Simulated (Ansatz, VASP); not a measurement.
In3Se: VASP beside Ansatz

```
In Se
1.0
     4.74327    0.00000    0.00000
     0.00000    4.74327    0.00000
     0.00000    0.00000    4.74327
In Se
3 1
Cartesian
  0.0000 2.3716 2.3716
  2.3716 0.0000 2.3716
  2.3716 2.3716 0.0000
  0.0000 0.0000 0.0000
```

Alike in both runs: functional r2SCAN; k mesh 10 × 10 × 10; occupations gaussian, width 0.1 eV; no spin polarisation.

Ansatz relaxed the structure, and its values are those at the end. VASP's run is a single point on that final structure, the one shown.

|  | VASP | Ansatz |
| --- | --- | --- |
| version | VASP 6.6.1 | Ansatz 0.2.0 |
| potentials or method | VASP PAW PBE potentials, release 64 (In_d, Se), cutoff 520 eV | scalar-relativistic, plane waves, PAW |
| valence electrons in the cell | 45 | 55 |

|  | VASP | Ansatz | Ansatz less VASP |
| --- | --- | --- | --- |
| gap on the k mesh at the Fermi level (eV) | none | none | - |
| pressure (GPa) | 0.0 | 0.0 | +0.01 |

VASP's potentials were made for PBE, not for r2SCAN. A gap of «none» marks a metal or a gap that the smearing closes. VASP's potentials hold 45 valence electrons a cell and Ansatz's 55, so a difference there can come from the potentials and not from the codes.
